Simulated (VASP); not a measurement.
Runs of VASP 6.6.1 on Ti. The structure is that of space group Im-3m (No. 229), or close to it. The cells are those of the table. 

```tsv
level	cell	k mesh	gap on the mesh (eV)	pressure (GPa)
PBEsol	a = 2.742 Å, angles 110.3, 109.1, 109.1°, 1 atom	16 × 16 × 16	none	(b)
PBEsol	a = 2.827 Å, angles 109.5°, 1 atom	18 × 18 × 18	none	-5.5
PBEsol	a = 2.862 Å, angles 109.5°, 1 atom	18 × 18 × 18	none	-8.8
PBEsol	a = 2.774 Å, angles 109.5°, 1 atom	18 × 18 × 18	none	0.4
PBE	a = 2.795 Å, angles 109.5°, 1 atom	18 × 18 × 18	none	(a)
```

Alike in all rows: task single point; potentials or basis VASP PAW PBE potentials, release 64 (Ti_sv); no spin polarisation; cutoff (eV) 500; smearing gaussian 0.1 eV.

Question: Estimate the missing entries.

Answer: (a) 2.5; (b) 4.6.

Caveats: the PAW data sets were made with another functional, which shifts forces and pressure a little (at least some runs); the cell stands under tension (at least some runs); the cell stands under pressure (at least some runs).

A gap of «none» marks levels without a gap at the run's occupations.
